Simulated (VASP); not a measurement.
# SiC (P6_3mc) in VASP: further runs

Runs on SiC. Level: PBE. Tasks: single point.

Program: VASP 6.6.1. These are calculated values, not measurements. Logs are shortened: lines on timing, memory, paths and dates and some standing lists are left out, and cuts for length are marked.

## 1. The cell of the first run

The structure is hexagonal, space group P6_3mc (No. 186). Conventional cell: a = 3.040 Å, b = 3.040 Å, c = 4.987 Å, α = 90.00°, β = 90.00°, γ = 120.00°. Si (site symmetry 3m) has 4 C at 1.86 to 1.87 Å within 2.5 Å. Within 2.5 Å of C (site symmetry 3m) lie 4 Si at 1.86 to 1.87 Å.

## 2. Single point, PBE

INCAR reads:

```
SYSTEM = SiC
ALGO = Normal
EDIFF = 1E-6
ENCUT = 520
GGA = PE
ISIF = 2
ISMEAR = 0
LASPH = .True.
LCHARG = .False.
LREAL = .False.
LWAVE = .False.
NBANDS = 16
NELM = 60
PREC = Accurate
SIGMA = 0.02
```

KPOINTS reads:

```
k-points
0
Gamma
  12 12 6
  0 0 0
```

POSCAR reads:

```
SiC
1.0
    3.0403693141      0.0000000000      0.0000000000
   -1.5201846570      2.6330370629      0.0000000000
    0.0000000000      0.0000000000      4.9873128397
Si C
2 2
Direct
    0.3333333333      0.6666666667      0.4995762642
    0.6666666667      0.3333333333      0.9995762642
    0.3333333333      0.6666666667      0.8754237358
    0.6666666667      0.3333333333      0.3754237358
```

Potentials or basis: VASP PAW PBE potentials, release 64 (Si, C).

Run with:

```sh
$ cat potpaw_PBE.64/Si/POTCAR potpaw_PBE.64/C/POTCAR > POTCAR
$ mpirun -np 1 vasp_std > vasp.out
```

OUTCAR:

```text
SYSTEM = SiC
   EDIFF = 1E-6
   ENCUT = 520
   GGA = PE
   ISIF = 2
   ISMEAR = 0
   LASPH = .True.
   LREAL = .False.
   NELM = 60
   PREC = Accurate

 ion  position               nearest neighbor table
   1  0.333  0.667  0.500-   4 1.86   4 1.86   4 1.86   3 1.87   2 3.05   2 3.05   2 3.05   2 3.05
                             2 3.05   2 3.05
   2  0.667  0.333  1.000-   3 1.86   3 1.86   3 1.86   4 1.87   1 3.05   1 3.05   1 3.05   1 3.05
                             1 3.05   1 3.05
   3  0.333  0.667  0.875-   2 1.86   2 1.86   2 1.86   1 1.87
   4  0.667  0.333  0.375-   1 1.86   1 1.86   1 1.86   2 1.87

  LATTYP: Found a hexagonal cell.
 ALAT       =     3.0403693141
 C/A-ratio  =     1.6403641546

  Lattice vectors:

 A1 = (   3.0403693141,   0.0000000000,   0.0000000000)
 A2 = (  -1.5201846570,   2.6330370629,   0.0000000000)
 A3 = (   0.0000000000,   0.0000000000,   4.9873128397)

Analysis of symmetry for initial positions (statically):
=====================================================================
 Subroutine PRICEL returns:
 Original cell was already a primitive cell.

 Routine SETGRP: Setting up the symmetry group for a
 hexagonal supercell.

 Subroutine GETGRP returns: Found 12 space group operations
 (whereof  6 operations were pure point group operations)
 out of a pool of 24 trial point group operations.

The static configuration has the point symmetry C_3v.
 The point group associated with its full space group is C_6v.

Analysis of symmetry for dynamics (positions and initial velocities):
=====================================================================
 Subroutine PRICEL returns:
 Original cell was already a primitive cell.

 Routine SETGRP: Setting up the symmetry group for a
 hexagonal supercell.

 Subroutine GETGRP returns: Found 12 space group operations
 (whereof  6 operations were pure point group operations)
 out of a pool of 24 trial point group operations.

The dynamic configuration has the point symmetry C_3v.
 The point group associated with its full space group is C_6v.

 Subroutine INISYM returns: Found 12 space group operations
 (whereof  6 operations are pure point group operations),
 and found     1 'primitive' translations

[... 92 lines left out ...]
   ISPIN  =      1    spin polarized calculation?
   LNONCOLLINEAR =      F non collinear calculations
   LSORBIT =      F    spin-orbit coupling
   LASPH  =      T    aspherical Exc in radial PAW
   ENCUT  =  520.0 eV  38.22 Ry    6.18 a.u.   5.65  5.65  9.27*2*pi/ulx,y,z
   NELM   =     60;   NELMIN=  2; NELMDL= -5     # of ELM steps
   EDIFF  = 0.1E-05   stopping-criterion for ELM
   LREAL  =      F    real-space projection
   EDIFFG = 0.1E-04   stopping-criterion for IOM
   NSW    =      0    number of steps for IOM
   IBRION =     -1    ionic relax: 0-MD 1-quasi-New 2-CG
   NFREE  =      0    steps in history (QN), initial steepest desc. (CG)
   ISIF   =      2    stress and relaxation
   ISYM   =      2    0-nonsym 1-usesym 2-fastsym
   POTIM  = 0.5000    time-step for ionic-motion
   TEBEG  =    0.0;   TEEND  =   0.0 temperature during run
   PSTRESS=    0.0 pullay stress
   NELECT =      16.0000    total number of electrons
   NUPDOWN=      -1.0000    fix difference up-down
   EMIN   =  10.00;   EMAX   =-10.00  energy-range for DOS
   EFERMI =   0.00;   METHOD = LEGACY
   ISMEAR =     0;   SIGMA  =   0.02  broadening in eV -4-tet -1-fermi 0-gaus
   EFERMI_NEDOS =   21; number of points for ismear=-14 and -15
   IALGO  =     38    algorithm
   IMIX   =      4    mixing-type and parameters
     AMIX     =   0.40;   BMIX     =  1.00
     AMIX_MAG =   1.60;   BMIX_MAG =  1.00
  volume/ion in A,a.u.               =       9.98        67.36
  Fermi-wavevector in a.u.,A,eV,Ry     =   1.206975  2.280852 19.820805  1.456788
  Thomas-Fermi vector in A             =   2.342626
   LORBIT       =      0    0 simple, 1 ext, 2 COOP (PROOUT), +10 PAW based schemes
   GGA     = PE    functional components
   LHFCALC =     F    Hartree Fock is set to
   AEXX    =    0.0000 exact exchange contribution
   IVDW    =     0    specifies the selected vdW correction
   LEPSILON=     F    determine dielectric tensor
   LRPA    =     F    only Hartree local field effects (RPA)
 non-spin polarized calculation
 Gauss-broadening in eV      SIGMA  =   0.02
  energy-cutoff  :      520.00
  volume of cell :       39.93
 maximum number of plane-waves:      1099
 NGX is ok and might be reduce to    24
   NGX = 11   NGY = 11   NGZ = 19

 number of electron      15.9999999 magnetization

 Free energy of the ion-electron system (eV)
  ---------------------------------------------------
  ext. energy  EPLUGINS =         0.00000000
  ---------------------------------------------------
  free energy    TOTEN  =       -30.03543437 eV

  energy without entropy =      -30.03543437  energy(sigma->0) =      -30.03543437

 E-fermi :   8.8434     XC(G=0): -11.5053

 val. band max:        8.6655626733   @ k =   0.0000   0.0000   0.0000
 cond. band min:      10.8792173260   @ k =   0.3333   0.3333   0.0000
 fundamental gap:      2.2136546527
 Fermi energy:         8.8434319607

 k-point     1 :       0.0000    0.0000    0.0000
  band No.  band energies     occupation
      1      -7.1884      2.00000
      2      -3.4841      2.00000
      3      -0.2356      2.00000
      4       7.3302      2.00000
      5       7.3302      2.00000
      6       8.5563      2.00000
[... 433 lines left out ...]
      3       1.2357      2.00000
      4       2.8816      2.00000
      5       3.8353      2.00000
      6       5.7550      2.00000
[... 8 lines left out ...]
     15      20.3245      0.00000
     16      21.1939      0.00000

 [... further k-points ...]
[... 5 lines left out ...]
  --------------------------------------------------------------------------------------
  -------------------------------------------------------------------------------------
  Total        2.9741949      2.9741949      2.9724291      0.0000000      0.0000000      0.0000000
  in kB      119.3521048    119.3521048    119.2812437      0.0000000      0.0000000      0.0000000
  external PRESSURE =     119.3284845 kB  Pullay stress =       0.0000000 kB

 VOLUME and BASIS-vectors are now :
 -----------------------------------------------------------------------------
  energy-cutoff  :      520.00
  volume of cell :       39.93
      direct lattice vectors                 reciprocal lattice vectors
     3.040369314  0.000000000  0.000000000     0.328907411  0.189894782  0.000000000
    -1.520184657  2.633037063  0.000000000     0.000000000  0.379789565  0.000000000
     0.000000000  0.000000000  4.987312840     0.000000000  0.000000000  0.200508777

 POSITION                                       TOTAL-FORCE (eV/Angst)
 -----------------------------------------------------------------------------------
     -0.00000      1.75536      2.49154         0.000000     -0.000000      0.004619
      1.52018      0.87768      4.98520        -0.000000      0.000000      0.004619
     -0.00000      1.75536      4.36601        -0.000000      0.000000     -0.004619
      1.52018      0.87768      1.87236         0.000000     -0.000000     -0.004619
 -----------------------------------------------------------------------------------
    total drift:                                0.000000      0.000000     -0.000167

  FREE ENERGIE OF THE ION-ELECTRON SYSTEM (eV)
  ---------------------------------------------------
  free  energy   TOTEN  =       -30.0354343710 eV

  energy  without entropy=      -30.0354343710  energy(sigma->0) =      -30.03543437
```

OSZICAR:

```text
N       E                     dE             d eps       ncg     rms          rms(c)
DAV:   1     0.256453821786E+02    0.25645E+02   -0.71501E+03  2432   0.898E+02
DAV:   2    -0.314784567418E+02   -0.57124E+02   -0.51827E+02  3456   0.158E+02
DAV:   3    -0.339486510591E+02   -0.24702E+01   -0.24601E+01  3224   0.301E+01
DAV:   4    -0.339660218655E+02   -0.17371E-01   -0.17368E-01  2952   0.311E+00
DAV:   5    -0.339661884579E+02   -0.16659E-03   -0.16659E-03  3224   0.283E-01    0.130E+01
DAV:   6    -0.301478354853E+02    0.38184E+01   -0.67085E+00  3064   0.160E+01    0.594E+00
DAV:   7    -0.300541990840E+02    0.93636E-01   -0.12095E+00  3448   0.645E+00    0.256E+00
DAV:   8    -0.300368037461E+02    0.17395E-01   -0.50923E-02  2864   0.143E+00    0.653E-01
DAV:   9    -0.300351149720E+02    0.16888E-02   -0.77889E-03  3144   0.603E-01    0.120E-01
DAV:  10    -0.300354081935E+02   -0.29322E-03   -0.96680E-04  2976   0.181E-01    0.565E-02
DAV:  11    -0.300354329024E+02   -0.24709E-04   -0.83974E-05  2848   0.663E-02    0.136E-02
DAV:  12    -0.300354339109E+02   -0.10085E-05   -0.59078E-06  3208   0.153E-02    0.385E-03
DAV:  13    -0.300354343710E+02   -0.46017E-06   -0.41713E-07  1912   0.438E-03
   1 F= -.30035434E+02 E0= -.30035434E+02  d E =-.116662E-38
```

stdout:

```text
POSCAR found type information on POSCAR SiC
 POSCAR found :  2 types and       4 ions
 scaLAPACK will be used
 LDA part: xc-table for (Slater+PW92), standard interpolation
 POSCAR, INCAR and KPOINTS ok, starting setup
 FFT: planning ... GRIDC
 FFT: planning ... GRID_SOFT
 FFT: planning ... GRID
 WAVECAR not read
 entering main loop
```

Run time: 20 s. Hardware: 1 thread of Intel Xeon 6975P-C (Granite Rapids), shared host; peak memory 0.17 GiB.

Results:

```yaml
Free_energy: -30.0354 eV
Pressure: 11.9 GPa
Largest_force: 0.005 eV/Å
Band_gap_on_the_k_mesh: 2.21 eV, indirect (least direct gap 4.04 eV)
```

Forces in eV/Å, atoms in the order of the input:
```
Si   0.000  0.000  0.005
Si   0.000  0.000  0.005
C    0.000  0.000 -0.005
C    0.000  0.000 -0.005
```

Levels at points of the mesh, in eV from the valence-band top:
| k point | band 6 | band 7 | band 8 | band 9 | band 10 | band 11 |
| --- | --- | --- | --- | --- | --- | --- |
| (0.00, 0.00, 0.00) | -0.11 | 0.00 | 0.00 | 5.10 | 6.59 | 6.88 |
| (0.50, 0.00, 0.00) | -3.39 | -3.39 | -1.20 | 2.83 | 4.26 | 7.15 |
| (0.00, 0.00, 0.50) | -0.72 | -0.72 | -0.72 | 6.20 | 6.20 | 7.54 |
| (0.50, 0.00, 0.50) | -2.49 | -2.36 | -2.36 | 3.36 | 3.36 | 5.41 |

## 3. Single point, PBE

This run uses another cell than the first one, of 10.31 Å³/atom, 1.033 times its volume.

INCAR reads:

```
SYSTEM = SiC
PREC     = Accurate       ! precision mode
ENCUT    = 520            ! plane-wave cutoff, eV
EDIFF    = 1E-6           ! SCF threshold, eV
ISMEAR   = 0              ! smearing method
SIGMA    = 0.02           ! smearing width, eV
LREAL    = .False.        ! projectors in reciprocal space
LASPH    = .True.         ! aspherical terms in the spheres
NELM     = 60             ! most SCF steps
ALGO     = Normal         ! electronic algorithm
ISIF     = 2              ! what is computed and relaxed
LWAVE    = .False.        ! write WAVECAR
LCHARG   = .False.        ! write CHGCAR
GGA      = PE             ! functional
NBANDS   = 16             ! bands
```

KPOINTS reads:

```
Automatic mesh
0
Gamma
  12 12 6
  0 0 0
```

POSCAR reads:

```
SiC
1.0
    3.0732254730      0.0000000000      0.0000000000
   -1.5366127365      2.6614913311      0.0000000000
    0.0000000000      0.0000000000      5.0437439570
Si C
2 2
Direct
    0.3333333333      0.6666666667      0.4995860237
    0.6666666667      0.3333333333      0.9995860237
    0.3333333333      0.6666666667      0.8754139763
    0.6666666667      0.3333333333      0.3754139763
```

Potentials or basis: VASP PAW PBE potentials, release 64 (Si, C).

Run with:

```sh
$ cat potpaw_PBE.64/Si/POTCAR potpaw_PBE.64/C/POTCAR > POTCAR
$ mpirun -np 1 vasp_std > vasp.out
```

Run time: 18 s. Hardware: 1 thread of Intel Xeon 6975P-C (Granite Rapids), shared host; peak memory 0.18 GiB.

The run converged. Its results:

* Free energy: -30.1009 eV
* Pressure: 4.0 GPa
* Band gap on the k mesh: 2.27 eV, indirect (least direct gap 3.98 eV)

Forces in eV/Å, atoms in the order of the input:
```
Si   0.000  0.000  0.003
Si   0.000  0.000  0.003
C    0.000  0.000 -0.003
C    0.000  0.000 -0.003
```

Stress tensor (GPa, compression positive):
```
4.00 0.00 0.00
0.00 4.00 0.00
0.00 0.00 3.90
```

Levels at points of the mesh, in eV from the valence-band top:
| k point | band 4 | band 5 | band 6 | band 7 | band 8 | band 9 | band 10 | band 11 | band 12 | band 13 |
| --- | --- | --- | --- | --- | --- | --- | --- | --- | --- | --- |
| (0.00, 0.00, 0.00) | -1.32 | -1.32 | -0.11 | 0.00 | 0.00 | 4.83 | 6.24 | 6.68 | 6.68 | 7.77 |
| (0.50, 0.00, 0.00) | -6.30 | -5.44 | -3.33 | -3.29 | -1.20 | 2.78 | 4.23 | 6.90 | 7.14 | 10.08 |
| (0.00, 0.00, 0.50) | -4.44 | -0.71 | -0.71 | -0.71 | -0.71 | 5.92 | 5.92 | 7.36 | 7.36 | 7.36 |
| (0.50, 0.00, 0.50) | -8.27 | -2.45 | -2.45 | -2.33 | -2.33 | 3.29 | 3.29 | 5.27 | 5.27 | 10.39 |

A k mesh can miss the band edges. A hybrid or GW would open this gap; PBE tends to underestimate it.

(Continued in part 2 of 2.)
